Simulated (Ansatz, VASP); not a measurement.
**BP in VASP and in Ansatz**

```
B P
1.0
     0.00000    2.23753    2.26619
     2.23753    0.00000    2.26619
     2.23753    2.23753    0.00000
B P
1 1
Direct
  0.00000 0.00000 0.00000
  0.25000 0.25000 0.25000
```

Change from the starting cell: strained cell.

Alike in both runs: functional PBEsol; k mesh 10 × 10 × 10; occupations gaussian, width 0.02 eV; no spin polarisation.

Ansatz relaxed the structure, and its values are those at the end. VASP's run is a single point on that final structure, the one shown.

|  | VASP | Ansatz |
| --- | --- | --- |
| version | VASP 6.6.1 | Ansatz 0.2.0 |
| potentials or method | VASP PAW PBE potentials, release 64 (B, P), cutoff 500 eV | scalar-relativistic, plane waves, PAW |
| valence electrons in the cell | 8 | 8 |

Ansatz gave:

| Item | Value |
| --- | --- |
| gap on the k mesh at the Fermi level (eV) | 1.00 |
| least direct gap on the mesh (eV) | 3.34 |
| pressure (GPa) | 3.0 |

Problem. What did VASP give for the same quantities?

Solution. gap on the k mesh at the Fermi level (eV): 1.00; least direct gap on the mesh (eV): 3.34; pressure (GPa): 3.1.

VASP's potentials were made for PBE, not for PBEsol, and Ansatz warns of the same on its side. With one functional, cell and mesh, what is left measures potentials, basis and numerics. Ansatz's warnings: stress scf threshold loose.
